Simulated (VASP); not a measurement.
# W in VASP: further runs, part 2 of 2

VASP 6.6.1. The steps go on from the part before.

**3. Single point, PBEsol**

This run uses another cell than the first one.

The input, INCAR:

```
PREC = Accurate ; ENCUT = 520
EDIFF = 1E-6 ; ISMEAR = 0
SIGMA = 0.1 ; LREAL = F
LASPH = T ; NELM = 60
ALGO = Normal ; ISIF = 2
LWAVE = F ; LCHARG = F
LDIPOL = T ; IDIPOL = 3
DIPOL = 0.5 0.5 0.500 ; GGA = PS
NBANDS = 43
```

The input, KPOINTS:

```
regular mesh
0
Gamma
  18 18 1
```

The input, POSCAR:

```
W
1.0
    2.8270069242      0.0000000000      0.0000000000
   -1.4135034621      2.4482598130      0.0000000000
    0.0000000000      0.0000000000     24.2329659515
W
5
Direct
    0.6666666667      0.3333333333      0.3094957512
    0.3333333333      0.6666666667      0.4047478756
    0.0000000000      0.0000000000      0.5000000000
    0.6666666667      0.3333333333      0.5952521244
    0.3333333333      0.6666666667      0.6905042488
```

Potentials or basis: VASP PAW PBE potentials, release 64 (W_sv).

On the command line:

```console
> cat potpaw_PBE.64/W_sv/POTCAR > POTCAR
> mpirun -np 1 vasp_std > vasp.out
```

OUTCAR:

```text
PREC = Accurate
   ENCUT = 520
   EDIFF = 1E-6
   ISMEAR = 0
   LREAL = F
   LASPH = T
   NELM = 60
   ISIF = 2
   GGA = PS

 ion  position               nearest neighbor table
   1  0.667  0.333  0.309-   2 2.83   2 2.83   2 2.83
   2  0.333  0.667  0.405-   1 2.83   3 2.83   1 2.83   3 2.83   3 2.83   1 2.83
   3  0.000  0.000  0.500-   2 2.83   4 2.83   2 2.83   4 2.83   4 2.83   2 2.83
   4  0.667  0.333  0.595-   5 2.83   3 2.83   5 2.83   3 2.83   3 2.83   5 2.83
   5  0.333  0.667  0.691-   4 2.83   4 2.83   4 2.83

  LATTYP: Found a hexagonal cell.
 ALAT       =     2.8270069242
 C/A-ratio  =     8.5719513964

  Lattice vectors:

 A1 = (   2.8270069242,   0.0000000000,   0.0000000000)
 A2 = (  -1.4135034621,   2.4482598130,   0.0000000000)
 A3 = (   0.0000000000,   0.0000000000,  24.2329659515)

Analysis of symmetry for initial positions (statically):
=====================================================================
 Subroutine PRICEL returns:
 Original cell was already a primitive cell.

 Routine SETGRP: Setting up the symmetry group for a
 hexagonal supercell.

 Subroutine GETGRP returns: Found 12 space group operations
 (whereof 12 operations were pure point group operations)
 out of a pool of 24 trial point group operations.

The static configuration has the point symmetry D_3d.

Analysis of symmetry for dynamics (positions and initial velocities):
=====================================================================
 Subroutine PRICEL returns:
 Original cell was already a primitive cell.

 Routine SETGRP: Setting up the symmetry group for a
 hexagonal supercell.

 Subroutine GETGRP returns: Found 12 space group operations
 (whereof 12 operations were pure point group operations)
 out of a pool of 24 trial point group operations.

The dynamic configuration has the point symmetry D_3d.

 Subroutine INISYM returns: Found 12 space group operations
 (whereof 12 operations are pure point group operations),
 and found     1 'primitive' translations

----------------------------------------------------------------------------------------

                                     Primitive cell

  volume of cell :     167.7224

  direct lattice vectors                    reciprocal lattice vectors
     2.827006924  0.000000000  0.000000000     0.353731005  0.204226691  0.000000000
    -1.413503462  2.448259813  0.000000000     0.000000000  0.408453382  0.000000000
     0.000000000  0.000000000 24.232965951     0.000000000  0.000000000  0.041266100

  length of vectors
     2.827006924  2.827006924 24.232965951     0.408453382  0.408453382  0.041266100

  position of ions in fractional coordinates (direct lattice)
     0.666666667  0.333333333  0.309495751
     0.333333333  0.666666667  0.404747876
     0.000000000  0.000000000  0.500000000
     0.666666667  0.333333333  0.595252124
     0.333333333  0.666666667  0.690504249

  ion indices of the primitive-cell ions
   primitive index   ion index
                 1           1
                 2           2
                 3           3
                 4           4
                 5           5

----------------------------------------------------------------------------------------

[... 51 lines left out ...]
   k-points           NKPTS =     37   k-points in BZ     NKDIM =     37   number of bands    NBANDS=     43
   number of dos      NEDOS =    301   number of ions     NIONS =      5
   total plane-waves  NPLWV = 103680
   dimension x,y,z NGX =    24 NGY =   24 NGZ =  180
   dimension x,y,z NGXF=    48 NGYF=   48 NGZF=  360
   ions per type =               5
   NGX,Y,Z   is equivalent  to a cutoff of  14.11, 14.11, 12.35 a.u.
   NGXF,Y,Z  is equivalent  to a cutoff of  28.23, 28.23, 24.70 a.u.
 SYSTEM =  unknown system
   PREC   = accura    normal or accurate (medium, high low for compatibility)
   ISTART =      0    job   : 0-new  1-cont  2-samecut
   ICHARG =      2    charge: 1-file 2-atom 10-const
   ISPIN  =      1    spin polarized calculation?
   LNONCOLLINEAR =      F non collinear calculations
   LSORBIT =      F    spin-orbit coupling
   LASPH  =      T    aspherical Exc in radial PAW
   ENCUT  =  520.0 eV  38.22 Ry    6.18 a.u.   5.26  5.26 45.06*2*pi/ulx,y,z
   NELM   =     60;   NELMIN=  2; NELMDL= -5     # of ELM steps
   EDIFF  = 0.1E-05   stopping-criterion for ELM
   LREAL  =      F    real-space projection
   EDIFFG = 0.1E-04   stopping-criterion for IOM
   NSW    =      0    number of steps for IOM
   IBRION =     -1    ionic relax: 0-MD 1-quasi-New 2-CG
   NFREE  =      0    steps in history (QN), initial steepest desc. (CG)
   ISIF   =      2    stress and relaxation
   ISYM   =      2    0-nonsym 1-usesym 2-fastsym
   POTIM  = 0.5000    time-step for ionic-motion
   TEBEG  =    0.0;   TEEND  =   0.0 temperature during run
   PSTRESS=    0.0 pullay stress
   NELECT =      70.0000    total number of electrons
   NUPDOWN=      -1.0000    fix difference up-down
   EMIN   =  10.00;   EMAX   =-10.00  energy-range for DOS
   EFERMI =   0.00;   METHOD = LEGACY
   ISMEAR =     0;   SIGMA  =   0.10  broadening in eV -4-tet -1-fermi 0-gaus
   EFERMI_NEDOS =   21; number of points for ismear=-14 and -15
   IALGO  =     38    algorithm
   IMIX   =      4    mixing-type and parameters
     AMIX     =   0.40;   BMIX     =  1.00
     AMIX_MAG =   1.60;   BMIX_MAG =  1.00
  volume/ion in A,a.u.               =      33.54       226.37
  Fermi-wavevector in a.u.,A,eV,Ry     =   1.223425  2.311937 20.364760  1.496768
  Thomas-Fermi vector in A             =   2.358536
   LORBIT       =      0    0 simple, 1 ext, 2 COOP (PROOUT), +10 PAW based schemes
   GGA     = PS    functional components
   LHFCALC =     F    Hartree Fock is set to
   AEXX    =    0.0000 exact exchange contribution
   IVDW    =     0    specifies the selected vdW correction
   LEPSILON=     F    determine dielectric tensor
   LRPA    =     F    only Hartree local field effects (RPA)
 non-spin polarized calculation
 Gauss-broadening in eV      SIGMA  =   0.10
  energy-cutoff  :      520.00
  volume of cell :      167.72
 maximum number of plane-waves:      4545
 NGX is ok and might be reduce to    24
   NGX = 11   NGY = 11   NGZ = 91

 dipolmoment           0.000000      0.000000      0.000000 electrons x Angstroem

 number of electron      70.0000010 magnetization

 dipolmoment           0.000000      0.000000     -0.000000 electrons x Angstroem

 Free energy of the ion-electron system (eV)
  ---------------------------------------------------
  ext. energy  EPLUGINS =         0.00000000
  ---------------------------------------------------
  free energy    TOTEN  =       -64.02595719 eV

  energy without entropy =      -63.99227518  energy(sigma->0) =      -64.00911618

 E-fermi :   2.5261     XC(G=0):  -7.4134

 val. band max:        2.5205861711   @ k =   0.2778   0.0000   0.0000
 cond. band min:       2.5264137508   @ k =   0.3333   0.0556   0.0000
 fundamental gap:      0.0058275797
 Fermi energy:         2.5260761309

 k-point     1 :       0.0000    0.0000    0.0000
  band No.  band energies     occupation
      1     -71.1533      2.00000
      2     -71.1524      2.00000
      3     -71.0631      2.00000
      4     -71.0486      2.00000
      5     -70.9364      2.00000
      6     -35.8831      2.00000
[... 1093 lines left out ...]
     42       6.4143      0.00000
     43       6.9017      0.00000

 [... further k-points ...]

------------------------ aborting loop because EDIFF is reached ----------------------------------------

 vacuum level on the upper side and lower side of the slab       (xc-potential included)        -0.335        -0.335

  FORCE on cell =-STRESS in cart. coord.  units (eV):
  Direction    XX          YY          ZZ          XY          YZ          ZX
  --------------------------------------------------------------------------------------
  -------------------------------------------------------------------------------------
  Total       -7.2063089     -7.2063089      1.1349906      0.0000000      0.0000000      0.0000000
  in kB      -68.8386758    -68.8386758     10.8420619      0.0000000      0.0000000      0.0000000
  external PRESSURE =     -42.2784299 kB  Pullay stress =       0.0000000 kB

 VOLUME and BASIS-vectors are now :
 -----------------------------------------------------------------------------
  energy-cutoff  :      520.00
  volume of cell :      167.72
      direct lattice vectors                 reciprocal lattice vectors
     2.827006924  0.000000000  0.000000000     0.353731005  0.204226691  0.000000000
    -1.413503462  2.448259813  0.000000000     0.000000000  0.408453382  0.000000000
     0.000000000  0.000000000 24.232965951     0.000000000  0.000000000  0.041266100

 POSITION                                       TOTAL-FORCE (eV/Angst)
 -----------------------------------------------------------------------------------
      1.41350      0.81609      7.50000        -0.000000      0.000000     -0.230732
     -0.00000      1.63217      9.80824         0.000000      0.000000      0.204078
      0.00000      0.00000     12.11648         0.000000      0.000000      0.000000
      1.41350      0.81609     14.42472        -0.000000     -0.000000     -0.204078
     -0.00000      1.63217     16.73297         0.000000      0.000000      0.230732
 -----------------------------------------------------------------------------------
    total drift:                                0.000000      0.000000     -0.000000

  FREE ENERGIE OF THE ION-ELECTRON SYSTEM (eV)
  ---------------------------------------------------
  free  energy   TOTEN  =       -64.0259571882 eV

  energy  without entropy=      -63.9922751765  energy(sigma->0) =      -64.00911618

 vacuum level on the upper side and lower side of the slab         7.391         7.391
```

stdout:

```text
POSCAR found type information on POSCAR W
 POSCAR found :  1 types and       5 ions
 scaLAPACK will be used
 -----------------------------------------------------------------------------
|                                                                             |
|                                                                             |
|     You enforced a specific xc type in the INCAR file but a different       |
|     I HOPE YOU KNOW WHAT YOU ARE DOING!                                     |
|                                                                             |
 -----------------------------------------------------------------------------

 LDA part: xc-table for (Slater+PW92), standard interpolation
 POSCAR, INCAR and KPOINTS ok, starting setup
 FFT: planning ... GRIDC
 FFT: planning ... GRID_SOFT
 FFT: planning ... GRID
 WAVECAR not read
 entering main loop
```

It took 5.4 min on 1 thread of AMD EPYC 9R45 (Zen 5), shared host; peak memory 0.36 GiB.

Results:

* Free energy: -64.0260 eV
* Largest force: 0.231 eV/Å
* Band gap on the k mesh: zero (bands 35 and 36 overlap by 1.43 eV)

Forces on the atoms (eV/Å):
```
W    0.000  0.000 -0.231
W    0.000  0.000  0.204
W    0.000  0.000  0.000
W    0.000  0.000 -0.204
W    0.000  0.000  0.231
```

Levels at points of the mesh, in eV from the Fermi level:
| k point | band 33 | band 34 | band 35 | band 36 | band 37 | band 38 |
| --- | --- | --- | --- | --- | --- | --- |
| (0.00, 0.00, 0.00) | -0.44 | -0.42 | -0.42 | -0.07 | -0.07 | -0.01 |
| (0.50, 0.00, 0.00) | -0.30 | 0.30 | 0.73 | 1.46 | 1.67 | 1.99 |

Caveat: the PAW data sets were made with another functional, which shifts forces and pressure a little; spin-orbit coupling is left out, which moves the levels of the heavy elements.

The gap in the log of VASP goes by the Fermi energy; the results here count the filled bands.